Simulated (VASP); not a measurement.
Runs of VASP 6.6.1 on Al. The structure is that of space group I4/mmm (No. 139), or close to it. The cells are those of the table. 

```tsv
cell	gap on the mesh (eV)	pressure (GPa)
a = 2.939 Å, angles 123.4, 123.4, 84.2°, 1 atom	none	-1.2
a = 2.739 Å, angles 113.7, 113.7, 101.2°, 1 atom	none	6.5
a = 2.884 Å, angles 116.0, 116.0, 97.0°, 1 atom	none	(a)
a = 2.889 Å, angles 113.7, 113.7, 101.2°, 1 atom	none	-5.0
a = 2.908 Å, angles 116.0, 116.0, 97.0°, 1 atom	none	(b)
a = 2.865 Å, angles 113.7, 113.7, 101.2°, 1 atom	none	-3.7
a = 2.805 Å, angles 111.6, 111.6, 105.4°, 1 atom	none	-0.1
a = 2.780 Å, angles 111.6, 111.6, 105.4°, 1 atom	none	1.8
a = 2.805 Å, angles 107.5, 107.5, 113.5°, 1 atom	none	-0.1
a = 2.754 Å, angles 111.6, 111.6, 105.4°, 1 atom	none	4.1
a = 2.878 Å, angles 107.5, 107.5, 113.5°, 1 atom	none	-4.6
a = 2.791 Å, angles 113.7, 113.7, 101.2°, 1 atom	none	1.5
```

Alike in all rows: task single point; level PBE; potentials or basis VASP PAW PBE potentials, release 64 (Al); no spin polarisation; k mesh 22 × 22 × 22; cutoff (eV) 520; smearing gaussian 0.15 eV.

**Question.** Estimate the missing entries.

**Answer.** (a) -4.4; (b) -5.7.

A gap of «none» marks levels without a gap at the run's occupations.
